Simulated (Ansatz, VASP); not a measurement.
## One calculation of WS2, two programs

```
W S
1.0
     3.18352    0.00000    0.00000
    -1.59176    2.75701    0.00000
     0.00000    0.00000   16.61157
W S
1 2
Direct
  0.33333 0.66667 0.00000
  0.66667 0.33333 0.90800
  0.66667 0.33333 0.09200
```

Change from the starting cell: strain -0.0200 x Voigt [0, 0, 1, 0, 0, 0], atoms carried along.

Alike in both runs: task single point; functional PBEsol; k mesh 12 × 12 × 2; occupations gaussian, width 0.05 eV; no spin polarisation.

```csv
,VASP,Ansatz
version,VASP 6.6.1,Ansatz 0.2.0
potentials or method,"VASP PAW PBE potentials, release 64 (W_sv, S), cutoff 520 eV","scalar-relativistic, plane waves, PAW"
valence electrons in the cell,26,26
```

Ansatz gave:

| Item | Value |
| --- | --- |
| gap on the k mesh at the Fermi level (eV) | 1.54 |
| least direct gap on the mesh (eV) | 1.70 |
| rms of the force components (eV/Å) | 0.246 |

Problem. Estimate VASP's values.

Solution. gap on the k mesh at the Fermi level (eV): 1.55; least direct gap on the mesh (eV): 1.71; rms of the force components (eV/Å): 0.256.

VASP's potentials were made for PBE, not for PBEsol. Atom by atom the forces differ by 0.011 eV/Å (rms over components). With one functional, cell and mesh, what is left measures potentials, basis and numerics. Ansatz's warnings: xc potential rough in thin density.

Neither program's run includes spin-orbit coupling.
